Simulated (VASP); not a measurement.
# P (Imma) in VASP: a series of runs, part 2 of 2

VASP 6.6.1.

**3. Single point, LDA**

Contents of INCAR:

```
SYSTEM = P
ALGO = Normal ; EDIFF = 1E-6
ENCUT = 520 ; GGA = CA
ISIF = 2 ; ISMEAR = 0
LASPH = .TRUE. ; LCHARG = .TRUE.
LELF = .TRUE. ; LREAL = .FALSE.
LVHAR = .TRUE. ; LWAVE = .FALSE.
NBANDS = 12 ; NELM = 100
PREC = Accurate ; SIGMA = 0.15
```

Contents of KPOINTS:

```
k-points
0
G
  20 20 20
  0 0 0
```

Contents of POSCAR:

```
P
1.0
   -1.6642228514      2.4745907642      1.9204037180
    1.6642228514     -2.4745907642      1.9204037180
    1.6642228514      2.4745907642     -1.9204037180
P
2
Direct
    0.8033091100      0.0533091100      0.7500000000
    0.1966908900      0.9466908900      0.2500000000
```

Potentials or basis: VASP PAW LDA potentials, release 64 (P).

Run with:

```bash
$ cat potpaw_LDA.64/P/POTCAR > POTCAR
$ mpirun -np 1 vasp_std > vasp.out
```

It took 9 min on 1 thread of Intel Xeon 8259CL, shared host; peak memory 0.41 GiB.

The run converged. Its results:

- Free energy: -12.0770 eV
- Pressure: -1.9 GPa
- Largest force: 0.031 eV/Å
- Band gap on the k mesh: zero (bands 5 and 6 overlap by 0.87 eV)

Forces on the atoms (eV/Å):
```
P    0.000  0.000 -0.031
P    0.000  0.000  0.031
```

Stress tensor (GPa, compression positive):
```
-0.95  0.00  0.00
 0.00  1.29  0.00
 0.00  0.00 -5.89
```

Levels at points of the mesh, in eV from the Fermi level:
| k point | band 3 | band 4 | band 5 | band 6 | band 7 | band 8 |
| --- | --- | --- | --- | --- | --- | --- |
| (0.00, 0.00, 0.00) | -3.23 | -2.53 | -2.33 | 1.35 | 2.66 | 3.77 |
| (0.50, 0.00, 0.00) | -2.91 | -1.63 | -1.55 | 0.63 | 1.02 | 1.95 |
| (0.00, 0.50, 0.00) | -6.28 | -5.24 | -5.23 | 0.37 | 6.05 | 7.55 |
| (0.50, 0.50, 0.00) | -3.62 | -3.62 | -0.21 | -0.21 | 0.21 | 0.21 |
| (0.50, 0.50, 0.50) | -8.28 | -5.54 | -4.72 | 0.29 | 6.39 | 8.50 |

**4. Single point, LDA**

This run uses another cell than the first one, of the same volume but with other edges.

Contents of INCAR:

```
PREC = Accurate
ENCUT = 520
EDIFF = 1E-6
ISMEAR = 0
SIGMA = 0.15
LREAL = False
LASPH = True
NELM = 60
ALGO = Normal
ISIF = 2
LWAVE = False
LCHARG = False
GGA = CA
NBANDS = 12
```

Contents of KPOINTS:

```
Automatic mesh
0
Gamma
  20 20 20
```

Contents of POSCAR:

```
P
1.0
   -1.8221239577      2.7093794038      1.6019894932
    1.8221239577     -2.7093794038      1.6019894932
    1.8221239577      2.7093794038     -1.6019894932
P
2
Direct
    0.8033091100      0.0533091100      0.7500000000
    0.1966908900      0.9466908900      0.2500000000
```

Run with:

```bash
$ cat potpaw_LDA.64/P/POTCAR > POTCAR
$ mpirun -np 1 vasp_std > vasp.out
```

It took 7.4 min on 1 thread of Intel Xeon 8259CL, shared host; peak memory 0.41 GiB.

Results (log left out):

```yaml
Free_energy: -11.6182 eV
Pressure: -2.9 GPa
Largest_force: 0.933 eV/Å
Band_gap_on_the_k_mesh: zero (bands 5 and 6 overlap by 1.34 eV)
```

Forces on the atoms (eV/Å):
```
P    0.000  0.000 -0.933
P    0.000  0.000  0.933
```

Stress tensor (GPa, compression positive):
```
 -5.73   0.00   0.00
  0.00 -19.08   0.00
  0.00   0.00  16.14
```

Levels at points of the mesh, in eV from the Fermi level:
```csv
k point,band 1,band 2,band 3,band 4,band 5,band 6,band 7,band 8,band 9,band 10
"(0.00, 0.00, 0.00)",-15.82,-4.28,-2.67,-1.13,-0.51,1.32,2.67,4.30,6.00,6.77
"(0.50, 0.00, 0.00)",-12.67,-10.17,-3.55,-1.78,-0.97,-0.36,0.27,1.38,9.23,10.03
"(0.00, 0.50, 0.00)",-11.24,-9.58,-6.60,-5.72,-3.86,0.87,5.70,8.34,8.68,10.43
"(0.50, 0.50, 0.00)",-12.28,-12.28,-2.10,-2.10,0.26,0.26,2.96,2.96,9.31,9.31
"(0.50, 0.50, 0.50)",-13.26,-7.80,-6.12,-5.99,-2.69,0.94,7.67,8.36,8.71,9.72
```

**5. Single point, LDA**

Contents of INCAR:

```
ALGO = Normal ; EDIFF = 1E-7
ENCUT = 520 ; ISIF = 2
ISMEAR = 0 ; LASPH = T
LCHARG = T ; LELF = T
LREAL = F ; LVHAR = T
LWAVE = F ; NBANDS = 12
NELM = 100 ; PREC = Accurate
SIGMA = 0.15
```

Contents of KPOINTS:

```
k-points
0
Gamma
  20 20 20
```

Contents of POSCAR:

```
P
1.0
   -1.5498635453      2.3045459397      2.2142597904
    1.5498635453     -2.3045459397      2.2142597904
    1.5498635453      2.3045459397     -2.2142597904
P
2
Direct
    0.8033091100      0.0533091100      0.7500000000
    0.1966908900      0.9466908900      0.2500000000
```

Potentials or basis: VASP PAW LDA potentials, release 64 (P).

Run with:

```bash
$ cat potpaw_LDA.64/P/POTCAR > POTCAR
$ mpirun -np 1 vasp_std > vasp.out
```

OUTCAR:

```text
EDIFF = 1E-7
   ENCUT = 520
   ISIF = 2
   ISMEAR = 0
   LASPH = T
   LREAL = F
   NELM = 100
   PREC = Accurate

 ion  position               nearest neighbor table
   1  0.803  0.053  0.750-   2 2.33   2 2.33   2 2.35   2 2.35
   2  0.197  0.947  0.250-   1 2.33   1 2.33   1 2.35   1 2.35

  LATTYP: Found a body centered orthorhombic cell.
 ALAT       =     3.0997270906
 B/A-ratio  =     1.4286804778
 C/A-ratio  =     1.4869347348

  Lattice vectors:
[... 547 lines left out ...]

 [... further k-points ...]

------------------------ aborting loop because EDIFF is reached ----------------------------------------

  FORCE on cell =-STRESS in cart. coord.  units (eV):
  Direction    XX          YY          ZZ          XY          YZ          ZX
  --------------------------------------------------------------------------------------
  -------------------------------------------------------------------------------------
  Total        1.1451309      1.4791060     -2.9529232      0.0000000      0.0000000      0.0000000
  in kB       57.9960391     74.9104631   -149.5530690      0.0000000      0.0000000      0.0000000
  external PRESSURE =      -5.5488556 kB  Pullay stress =       0.0000000 kB

 VOLUME and BASIS-vectors are now :
 -----------------------------------------------------------------------------
  energy-cutoff  :      520.00
  volume of cell :       31.63
      direct lattice vectors                 reciprocal lattice vectors
    -1.549863545  2.304545940  2.214259790     0.000000000  0.216962479  0.225809095
     1.549863545 -2.304545940  2.214259790     0.322609046  0.000000000  0.225809095
     1.549863545  2.304545940 -2.214259790     0.322609046  0.216962479  0.000000000

 POSITION                                       TOTAL-FORCE (eV/Angst)
 -----------------------------------------------------------------------------------
      0.00000      3.45682      0.23608        -0.000000     -0.000000      0.966830
      1.54986     -1.15227      1.97818         0.000000      0.000000     -0.966830
 -----------------------------------------------------------------------------------
    total drift:                                0.000000     -0.000000     -0.000000

  FREE ENERGIE OF THE ION-ELECTRON SYSTEM (eV)
  ---------------------------------------------------
  free  energy   TOTEN  =       -11.6642313566 eV

  energy  without entropy=      -11.6548782367  energy(sigma->0) =      -11.65955480
```

OSZICAR:

```text
N       E                     dE             d eps       ncg     rms          rms(c)
DAV:   1     0.165239734748E+02    0.16524E+02   -0.44014E+03 28000   0.715E+02
DAV:   2    -0.107107702709E+02   -0.27235E+02   -0.25939E+02 36888   0.109E+02
DAV:   3    -0.117300216092E+02   -0.10193E+01   -0.10094E+01 36756   0.197E+01
DAV:   4    -0.117365282310E+02   -0.65066E-02   -0.65039E-02 33156   0.189E+00
DAV:   5    -0.117365821490E+02   -0.53918E-04   -0.53917E-04 36884   0.166E-01    0.728E+00
DAV:   6    -0.116848979130E+02    0.51684E-01   -0.34194E-02 33936   0.936E-01    0.428E+00
DAV:   7    -0.116647801744E+02    0.20118E-01   -0.41256E-02 35084   0.109E+00    0.226E-01
DAV:   8    -0.116642235781E+02    0.55660E-03   -0.60462E-03 32448   0.474E-01    0.989E-02
DAV:   9    -0.116642338667E+02   -0.10289E-04   -0.20998E-04 35280   0.968E-02    0.677E-02
DAV:  10    -0.116642321208E+02    0.17459E-05   -0.14859E-05 34076   0.237E-02    0.286E-02
DAV:  11    -0.116642314772E+02    0.64360E-06   -0.45168E-06 34472   0.126E-02    0.861E-03
DAV:  12    -0.116642313646E+02    0.11260E-06   -0.46958E-07 32872   0.379E-03    0.340E-03
DAV:  13    -0.116642313566E+02    0.79506E-08   -0.32418E-08 18228   0.113E-03
   1 F= -.11664231E+02 E0= -.11659555E+02  d E =-.935312E-02
```

stdout:

```text
POSCAR found type information on POSCAR P
 POSCAR found :  1 types and       2 ions
 scaLAPACK will be used
 LDA part: xc-table for (Slater(with rela. corr.)+CA(PZ))
 , standard interpolation
 POSCAR, INCAR and KPOINTS ok, starting setup
 FFT: planning ... GRIDC
 FFT: planning ... GRID_SOFT
 FFT: planning ... GRID
 WAVECAR not read
 entering main loop
```

Run time: 9.4 min. Hardware: 1 thread of Intel Xeon 8259CL, shared host; peak memory 0.42 GiB.

What came out:

| Property | Result |
| --- | --- |
| Free energy | -11.6642 eV |
| Pressure | -0.6 GPa |
| Largest force | 0.967 eV/Å |
| Band gap on the k mesh | zero (bands 5 and 6 overlap by 2.97 eV) |

Forces on the atoms (eV/Å):
```
P    0.000  0.000  0.967
P    0.000  0.000 -0.967
```

Stress tensor (GPa, compression positive):
```
  5.80   0.00   0.00
  0.00   7.49   0.00
  0.00   0.00 -14.96
```

**6. The runs side by side**

| cell | gap on the mesh (eV) | pressure (GPa) | largest force (eV/Å) |
| --- | --- | --- | --- |
| a = 3.566 Å, angles 122.5, 88.7, 119.0°, 2 atoms | none | -2.7 | 0.49 |
| a = 3.547 Å, angles 124.0, 91.5, 114.4°, 2 atoms | none | -1.9 | 0.03 |
| a = 3.637 Å, angles 119.9, 83.7, 127.7°, 2 atoms | none | -2.9 | 0.93 |
| a = 3.552 Å, angles 128.3, 99.1, 102.9°, 2 atoms | none | -0.6 | 0.97 |

Alike in all rows: task single point; level LDA; potentials or basis VASP PAW LDA potentials, release 64 (P); no spin polarisation; k mesh 20 × 20 × 20; cutoff (eV) 520; smearing gaussian 0.15 eV.

Absolute energies hang on the potentials; compare differences alone.
